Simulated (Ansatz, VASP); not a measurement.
PtSe2: VASP beside Ansatz

```
Pt Se
1.0
     3.45845    0.00000    0.00000
    -1.72922    2.75226    0.00000
     0.00000    0.00000    4.62967
Pt Se
1 2
Direct
  0.00000 0.00000 0.00000
  0.33333 0.66667 0.27215
  0.66667 0.33333 0.72785
```

Change from the starting cell: normal strain along x -0.0750, normal strain along y -0.1500.

Alike in both runs: task single point; functional PBEsol; dispersion D3(BJ); k mesh 12 × 12 × 8; occupations gaussian, width 0.15 eV; no spin polarisation.

```csv
,VASP,Ansatz
version,VASP 6.6.1,Ansatz 0.2.0
potentials or method,"VASP PAW PBE potentials, release 64 (Pt, Se), cutoff 520 eV","scalar-relativistic, plane waves, PAW"
valence electrons in the cell,22,50
```

|  | VASP | Ansatz | Ansatz less VASP |
| --- | --- | --- | --- |
| gap on the k mesh at the Fermi level (eV) | none | none | - |
| pressure (GPa) | 73.4 | 72.2 | -1.14 |
| traceless stress, the component that is largest in VASP (GPa) | 23.16 | 22.97 | -0.192 |
| rms of the force components (eV/Å) | 2.289 | 2.248 | -0.0411 |

VASP's potentials were made for PBE, not for PBEsol, and Ansatz warns of the same on its side. Atom by atom the forces differ by 0.041 eV/Å (rms over components). A gap of «none» marks a metal or a gap that the smearing closes. Both programs put the cell under a high pressure, so it lies far from rest at this level. VASP's potentials hold 22 valence electrons a cell and Ansatz's 50, so a difference there can come from the potentials and not from the codes.

Neither program's run includes spin-orbit coupling. Noted on VASP's run: the cell as given lies far from equilibrium.
